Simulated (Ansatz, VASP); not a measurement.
# One calculation of SiC, two programs

```
Si C
1.0
     3.16762    0.00000    0.00000
    -1.58381    2.74324    0.00000
     0.00000    0.00000    5.02458
Si C
2 2
Cartesian
  0.0000 1.8288 -0.0092
  1.5838 0.9144 2.5031
  0.0000 1.8288 1.8934
  1.5838 0.9144 4.4057
```

Change from the starting cell: epitaxial_xy strain +3.0%.

Alike in both runs: task single point; functional PBE; k mesh 12 × 12 × 6; occupations fermi-dirac, width 0.02 eV; no spin polarisation.

```csv
,VASP,Ansatz
version,VASP 6.6.1,Ansatz 0.2.0
potentials or method,"VASP PAW PBE potentials, release 64 (Si, C)","plane waves, PAW"
plane-wave cutoff (eV),520,420
valence electrons in the cell,16,16
```

|  | VASP | Ansatz | Ansatz less VASP |
| --- | --- | --- | --- |
| gap on the k mesh at the Fermi level (eV) | 2.35 | 2.36 | +0.004 |
| pressure (GPa) | -7.6 | -7.6 | +0.03 |
| traceless stress, the component that is largest in VASP (GPa) | 10.50 | 10.44 | -0.057 |
| rms of the force components (eV/Å) | 0.023 | 0.024 | +0.0003 |

Atom by atom the forces differ by 0.000 eV/Å (rms over components).
